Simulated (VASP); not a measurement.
Si3N2:

```
Si N
1.0
     3.08637    0.00000    0.00000
     0.00000    3.08637    0.00000
     0.00000    0.00000    6.67886
Si N
3 2
Direct
  0.50000 0.00000 0.25992
  0.00000 0.50000 0.25992
  0.50000 0.50000 0.30433
  0.50000 0.00000 0.85157
  0.00000 0.50000 0.85157
```

| Quantity | Value |
| --- | --- |
| Program | VASP 6.6.1 |
| Task | relaxation of cell and atoms |
| Functional | PBE |
| Potentials or basis | VASP PAW PBE potentials, release 64 (Si, N) |
| Cutoff | 600 eV |
| k mesh | 6 × 6 × 4 |
| Occupations | gaussian, width 0.1 eV |
| Spin | no spin polarisation |

At the start: pressure 161.3 GPa; volume 12.72 Å³/atom.

Q: Where does the relaxation end?

A: Over 44 steps the energy falls by 7987.7 meV/atom and the volume is 12.14 Å³/atom (-4.6 %); space group P4mm (No. 99, to 0.05 Å).

Step by step:
```tsv
step	energy change (eV)	largest force (eV/Å)	pressure (GPa)	volume (Å³)
1	0.0000	24.1041	161.34	63.62
3	-28.0089	3.1469	-14.09	127.03
5	-28.2380	3.9700	-7.99	111.11
7	-31.9340	4.3123	-10.62	98.67
9	-31.2169	4.7493	-8.68	96.39
11	-33.7347	3.4126	2.34	83.55
13	-34.3936	2.2336	-3.97	85.39
15	-34.8856	1.1126	-13.00	82.48
17	-36.9345	4.3174	-19.03	74.46
19	-38.1469	1.6102	-4.23	69.58
21	-38.3821	0.6824	6.02	66.45
23	-39.0755	1.1589	-6.88	67.77
25	-39.1447	1.3273	-9.65	67.95
27	-39.5328	1.5428	-1.98	62.89
29	-39.8139	1.0274	6.70	60.81
31	-39.9193	0.2193	0.34	62.84
33	-39.9224	0.1208	0.01	62.83
35	-39.9245	0.1258	-0.33	62.73
37	-39.9243	0.3587	0.34	61.63
39	-39.9281	0.2437	-0.06	62.10
41	-39.9327	0.2167	-0.33	61.36
43	-39.9372	0.1128	0.75	60.59
44	-39.9384	0.0212	0.02	60.71
```

Final structure:
```cif
data_structure
_symmetry_space_group_name_H-M 'P 1'
_symmetry_Int_Tables_number 1
_cell_length_a 3.5926
_cell_length_b 3.5926
_cell_length_c 4.7039
_cell_angle_alpha 90.000
_cell_angle_beta 90.000
_cell_angle_gamma 90.000
_cell_volume 60.71
loop_
_atom_site_label
_atom_site_type_symbol
_atom_site_fract_x
_atom_site_fract_y
_atom_site_fract_z
_atom_site_occupancy
Si1 Si 0.50000 0.00000 0.15279 1
Si2 Si 0.00000 0.50000 0.15279 1
Si3 Si 0.50000 0.50000 0.68421 1
N1 N 0.50000 0.00000 0.76876 1
N2 N 0.00000 0.50000 0.76876 1
```
